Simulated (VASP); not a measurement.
# TaN (P-6m2) in VASP: a series of runs, part 2 of 2

VASP 6.6.1. Earlier steps stand in the parts before.

## 3. Single point, PBEsol

This run uses another cell than the first one, of 9.97 Å³/atom, 1.028 times its volume.

INCAR reads:

```
SYSTEM = TaN
  PREC = Accurate
  ENCUT = 520
  EDIFF = 1E-7
  ISMEAR = -1
  SIGMA = 0.1
  LREAL = .FALSE.
  LASPH = .TRUE.
  NELM = 100
  ALGO = Normal
  ISIF = 2
  LWAVE = .FALSE.
  LCHARG = .FALSE.
  GGA = PS
  NBANDS = 15
```

KPOINTS reads:

```
regular mesh
0
G
  11 11 10
  0 0 0
```

POSCAR reads:

```
TaN
1.0
    2.8626331906      0.0000000000      0.0000000000
   -1.4313165953      2.4791134191      0.0000000000
    0.0000000000      0.0000000000      2.8090440737
Ta N
1 1
Direct
    0.3333333333      0.6666666667      0.5000000000
    0.0000000000      0.0000000000      0.0000000000
```

Potentials or basis: VASP PAW PBE potentials, release 64 (Ta_pv, N).

Run with:

```console
$ cat potpaw_PBE.64/Ta_pv/POTCAR potpaw_PBE.64/N/POTCAR > POTCAR
$ mpirun -np 1 vasp_std > vasp.out
```

OUTCAR:

```text
SYSTEM = TaN
   PREC = Accurate
   ENCUT = 520
   EDIFF = 1E-7
   ISMEAR = -1
   LREAL = .FALSE.
   LASPH = .TRUE.
   NELM = 100
   ISIF = 2
   GGA = PS

 ion  position               nearest neighbor table
   1  0.333  0.667  0.500-   2 2.17   2 2.17   2 2.17   2 2.17   2 2.17   2 2.17
   2  0.000  0.000  0.000-   1 2.17   1 2.17   1 2.17   1 2.17   1 2.17   1 2.17

  LATTYP: Found a hexagonal cell.
 ALAT       =     2.8626331906
 C/A-ratio  =     0.9812797822

  Lattice vectors:

 A1 = (   2.8626331906,   0.0000000000,   0.0000000000)
 A2 = (  -1.4313165953,   2.4791134191,   0.0000000000)
 A3 = (   0.0000000000,   0.0000000000,   2.8090440737)

Analysis of symmetry for initial positions (statically):
=====================================================================
 Subroutine PRICEL returns:
 Original cell was already a primitive cell.

 Routine SETGRP: Setting up the symmetry group for a
 hexagonal supercell.

 Subroutine GETGRP returns: Found 12 space group operations
 (whereof 12 operations were pure point group operations)
 out of a pool of 24 trial point group operations.

The static configuration has the point symmetry D_3h.

Analysis of symmetry for dynamics (positions and initial velocities):
=====================================================================
 Subroutine PRICEL returns:
 Original cell was already a primitive cell.

 Routine SETGRP: Setting up the symmetry group for a
 hexagonal supercell.

 Subroutine GETGRP returns: Found 12 space group operations
 (whereof 12 operations were pure point group operations)
 out of a pool of 24 trial point group operations.

The dynamic configuration has the point symmetry D_3h.

 Subroutine INISYM returns: Found 12 space group operations
 (whereof 12 operations are pure point group operations),
 and found     1 'primitive' translations

----------------------------------------------------------------------------------------

                                     Primitive cell
[... 120 lines left out ...]
   LEPSILON=     F    determine dielectric tensor
   LRPA    =     F    only Hartree local field effects (RPA)
 non-spin polarized calculation
  energy-cutoff  :      520.00
  volume of cell :       19.94
 maximum number of plane-waves:       550
 NGX is ok and might be reduce to    24
   NGX = 11   NGY = 11   NGZ = 11

 number of electron      16.0000000 magnetization

 Free energy of the ion-electron system (eV)
  ---------------------------------------------------
  ext. energy  EPLUGINS =         0.00000000
  ---------------------------------------------------
  free energy    TOTEN  =       -23.69283392 eV

  energy without entropy =      -23.68978888  energy(sigma->0) =      -23.69131140

 E-fermi :   8.9444     XC(G=0): -13.9356

 val. band max:        8.8873801791   @ k =   0.0000   0.0000   0.4000
 cond. band min:       9.1190590717   @ k =   0.0909   0.0000   0.5000
 fundamental gap:      0.2316788925
 Fermi energy:         8.9444451904

 k-point     1 :       0.0000    0.0000    0.0000
  band No.  band energies     occupation
      1     -25.6267      2.00000
      2     -25.3144      2.00000
      3     -25.3144      2.00000
      4      -9.4112      2.00000
      5       4.0083      2.00000
      6       4.0083      2.00000
      7       4.3191      2.00000
      8       5.9358      2.00000
      9      11.7390      0.00000
     10      12.9006      0.00000
     11      12.9006      0.00000
     12      13.3716      0.00000
     13      13.3716      0.00000
     14      22.4271      0.00000
[... 401 lines left out ...]
      2     -25.6509      2.00000
      3     -25.4749      2.00000
      4      -8.0579      2.00000
      5       1.9427      2.00000
      6       3.7862      2.00000
      7       4.7508      2.00000
      8       6.0965      2.00000
      9      10.9224      0.00000
     10      12.1331      0.00000
     11      13.8793      0.00000
     12      14.4165      0.00000
     13      15.7496      0.00000
     14      22.2762      0.00000
     15      22.6451      0.00000

 [... further k-points ...]

------------------------ aborting loop because EDIFF is reached ----------------------------------------

  FORCE on cell =-STRESS in cart. coord.  units (eV):
  Direction    XX          YY          ZZ          XY          YZ          ZX
  --------------------------------------------------------------------------------------
  -------------------------------------------------------------------------------------
  Total        3.3394538      3.3394548      3.7754507      0.0000000      0.0000000      0.0000000
  in kB      268.3894098    268.3894865    303.4301501      0.0000000      0.0000000      0.0000000
  external PRESSURE =     280.0696821 kB  Pullay stress =       0.0000000 kB

 VOLUME and BASIS-vectors are now :
 -----------------------------------------------------------------------------
  energy-cutoff  :      520.00
  volume of cell :       19.94
      direct lattice vectors                 reciprocal lattice vectors
     2.862633191  0.000000000  0.000000000     0.349328724  0.201685004  0.000000000
    -1.431316595  2.479113419  0.000000000     0.000000000  0.403370008  0.000000000
     0.000000000  0.000000000  2.809044074     0.000000000  0.000000000  0.355992990

 POSITION                                       TOTAL-FORCE (eV/Angst)
 -----------------------------------------------------------------------------------
     -0.00000      1.65274      1.40452        -0.000000      0.000000      0.000000
      0.00000      0.00000      0.00000         0.000000     -0.000000      0.000000
 -----------------------------------------------------------------------------------
    total drift:                                0.000000      0.000005     -0.000000

  FREE ENERGIE OF THE ION-ELECTRON SYSTEM (eV)
  ---------------------------------------------------
  free  energy   TOTEN  =       -23.6928339232 eV

  energy  without entropy=      -23.6897888812  energy(sigma->0) =      -23.69131140
```

stdout:

```text
POSCAR found type information on POSCAR TaN
 POSCAR found :  2 types and       2 ions
 scaLAPACK will be used
 -----------------------------------------------------------------------------
|                                                                             |
|                                                                             |
|     You enforced a specific xc type in the INCAR file but a different       |
|     I HOPE YOU KNOW WHAT YOU ARE DOING!                                     |
|                                                                             |
 -----------------------------------------------------------------------------

 LDA part: xc-table for (Slater+PW92), standard interpolation
 POSCAR, INCAR and KPOINTS ok, starting setup
 FFT: planning ... GRIDC
 FFT: planning ... GRID_SOFT
 FFT: planning ... GRID
 WAVECAR not read
 entering main loop
```

Run time: 59 s. Hardware: 1 thread of AMD EPYC 7R13, shared host; peak memory 0.13 GiB.

Results:

```
Free energy            : -23.6928 eV
Pressure               : 28.0 GPa
Band gap on the k mesh : zero (band 8 reaches 9.35 eV, above the bottom of band 9 at 8.80 eV)
```

Caveat: the PAW data sets were made with another functional, which shifts forces and pressure a little; spin-orbit coupling is left out, which moves the levels of the heavy elements.

## 4. Single point, PBEsol

This run uses another cell than the first one, of 10.24 Å³/atom, 1.056 times its volume.

INCAR reads:

```
ALGO = Normal ; EDIFF = 1E-6
ENCUT = 520 ; GGA = PS
ISIF = 2 ; ISMEAR = -1
LASPH = True ; LCHARG = True
LELF = True ; LREAL = False
LVHAR = True ; LWAVE = False
NBANDS = 15 ; NELM = 100
PREC = Accurate ; SIGMA = 0.1
```

KPOINTS reads:

```
k-points
0
Gamma
  11 11 10
```

POSCAR reads:

```
TaN
1.0
    2.8881937680      0.0000000000      0.0000000000
   -1.4440968840      2.5012495316      0.0000000000
    0.0000000000      0.0000000000      2.8341261515
Ta N
1 1
Direct
    0.3333333333      0.6666666667      0.5000000000
    0.0000000000      0.0000000000      0.0000000000
```

Run with:

```console
$ cat potpaw_PBE.64/Ta_pv/POTCAR potpaw_PBE.64/N/POTCAR > POTCAR
$ mpirun -np 1 vasp_std > vasp.out
```

Wall time 67 s (1 thread of AMD EPYC 7R13, shared host); peak memory 0.13 GiB.

It converged, with:

* Free energy: -23.7666 eV
* Pressure: 15.8 GPa
* Band gap on the k mesh: zero (band 8 reaches 9.05 eV, above the bottom of band 9 at 8.52 eV)

Stress tensor (GPa, compression positive):
```
15.14  0.00  0.00
 0.00 15.14  0.00
 0.00  0.00 17.22
```

Levels at points of the mesh, in eV from the Fermi level:
```csv
k point,band 5,band 6,band 7,band 8,band 9,band 10,band 11,band 12
"(0.00, 0.00, 0.00)",-4.81,-4.81,-4.48,-2.98,2.59,3.83,3.83,4.27
"(0.00, 0.00, 0.50)",-9.71,-3.94,-3.94,-0.13,-0.13,2.59,3.44,3.44
```

Caveat: the PAW data sets were made with another functional, which shifts forces and pressure a little; spin-orbit coupling is left out, which moves the levels of the heavy elements.

## 5. Single point, PBEsol

This run uses another cell than the first one, of 10.51 Å³/atom, 1.083 times its volume.

INCAR reads:

```
PREC = Accurate ; ENCUT = 520
EDIFF = 1E-6 ; ISMEAR = -1
SIGMA = 0.1 ; LREAL = F
LASPH = T ; NELM = 100
ALGO = Normal ; ISIF = 2
LWAVE = F ; LCHARG = T
GGA = PS ; LELF = T
LVHAR = T ; NBANDS = 15
```

KPOINTS reads:

```
Automatic mesh
0
Gamma
  11 11 10
```

POSCAR reads:

```
TaN
1.0
    2.9133097571      0.0000000000      0.0000000000
   -1.4566548785      2.5230006193      0.0000000000
    0.0000000000      0.0000000000      2.8587719638
Ta N
1 1
Direct
    0.3333333333      0.6666666667      0.5000000000
    0.0000000000      0.0000000000      0.0000000000
```

Run with:

```console
$ cat potpaw_PBE.64/Ta_pv/POTCAR potpaw_PBE.64/N/POTCAR > POTCAR
$ mpirun -np 1 vasp_std > vasp.out
```

It took 68 s on 1 thread of AMD EPYC 7R13, shared host; peak memory 0.13 GiB.

It converged, with:

| Property | Result |
| --- | --- |
| Free energy | -23.8020 eV |
| Pressure | 5.2 GPa |
| Band gap on the k mesh | zero (band 8 reaches 8.76 eV, above the bottom of band 9 at 8.25 eV) |

Stress tensor (GPa, compression positive):
```
4.92 0.00 0.00
0.00 4.92 0.00
0.00 0.00 5.76
```

Levels at points of the mesh, in eV from the Fermi level:
```tsv
k point	band 5	band 6	band 7	band 8	band 9	band 10	band 11	band 12
(0.00, 0.00, 0.00)	-4.68	-4.68	-4.35	-2.95	2.40	3.71	3.71	4.12
(0.00, 0.00, 0.50)	-9.55	-3.84	-3.84	-0.12	-0.12	2.51	3.37	3.37
```

Caveat: the PAW data sets were made with another functional, which shifts forces and pressure a little; spin-orbit coupling is left out, which moves the levels of the heavy elements.

## 6. Single point, PBEsol

This run uses another cell than the first one, of 10.78 Å³/atom, 1.111 times its volume.

INCAR reads:

```
SYSTEM = TaN
PREC = Accurate
ENCUT = 520
EDIFF = 1E-6
ISMEAR = -1
SIGMA = 0.1
LREAL = .FALSE.
LASPH = .TRUE.
NELM = 80
ALGO = Normal
ISIF = 2
LWAVE = .FALSE.
LCHARG = .FALSE.
GGA = PS
NBANDS = 15
```

KPOINTS reads:

```
regular mesh
0
G
  11 11 10
  0 0 0
```

POSCAR reads:

```
TaN
1.0
    2.9380000000      0.0000000000      0.0000000000
   -1.4690000000      2.5443830000      0.0000000000
    0.0000000000      0.0000000000      2.8830000000
Ta N
1 1
Direct
    0.3333333333      0.6666666667      0.5000000000
    0.0000000000      0.0000000000      0.0000000000
```

Potentials or basis: VASP PAW PBE potentials, release 64 (Ta_pv, N).

Run with:

```console
$ cat potpaw_PBE.64/Ta_pv/POTCAR potpaw_PBE.64/N/POTCAR > POTCAR
$ mpirun -np 1 vasp_std > vasp.out
```

Wall time 66 s (1 thread of AMD EPYC 7R13, shared host); peak memory 0.13 GiB.

Results (log left out):

| Property | Result |
| --- | --- |
| Free energy | -23.8040 eV |
| Pressure | -4.1 GPa |
| Band gap on the k mesh | zero (band 8 reaches 8.49 eV, above the bottom of band 9 at 7.99 eV) |

Stress tensor (GPa, compression positive):
```
-4.00  0.00  0.00
 0.00 -4.00  0.00
 0.00  0.00 -4.25
```

Levels at points of the mesh, in eV from the Fermi level:
```tsv
k point	band 4	band 5	band 6	band 7	band 8	band 9	band 10	band 11	band 12	band 13
(0.00, 0.00, 0.00)	-17.74	-4.57	-4.57	-4.23	-2.92	2.21	3.59	3.59	3.97	3.97
(0.00, 0.00, 0.50)	-15.05	-9.39	-3.75	-3.75	-0.11	-0.11	2.43	3.29	3.29	8.13
```

Caveat: the PAW data sets were made with another functional, which shifts forces and pressure a little; spin-orbit coupling is left out, which moves the levels of the heavy elements.

## 7. The runs side by side

| cell | gap on the mesh (eV) | pressure (GPa) |
| --- | --- | --- |
| a = 2.837, b = 2.837, c = 2.784 Å, angles 90.0, 90.0, 120.0°, 2 atoms | none | 41.9 |
| a = 2.863, b = 2.863, c = 2.809 Å, angles 90.0, 90.0, 120.0°, 2 atoms | none | 28.0 |
| a = 2.888, b = 2.888, c = 2.834 Å, angles 90.0, 90.0, 120.0°, 2 atoms | none | 15.8 |
| a = 2.913, b = 2.913, c = 2.859 Å, angles 90.0, 90.0, 120.0°, 2 atoms | none | 5.2 |
| a = 2.938, b = 2.938, c = 2.883 Å, angles 90.0, 90.0, 120.0°, 2 atoms | none | -4.1 |

Alike in all rows: task single point; level PBEsol; potentials or basis VASP PAW PBE potentials, release 64 (Ta_pv, N); no spin polarisation; k mesh 11 × 11 × 10; cutoff (eV) 520; smearing fermi-dirac 0.1 eV.

Caveats: the PAW data sets were made with another functional, which shifts forces and pressure a little; spin-orbit coupling is left out, which moves the levels of the heavy elements.

Absolute energies hang on the potentials; compare differences alone.
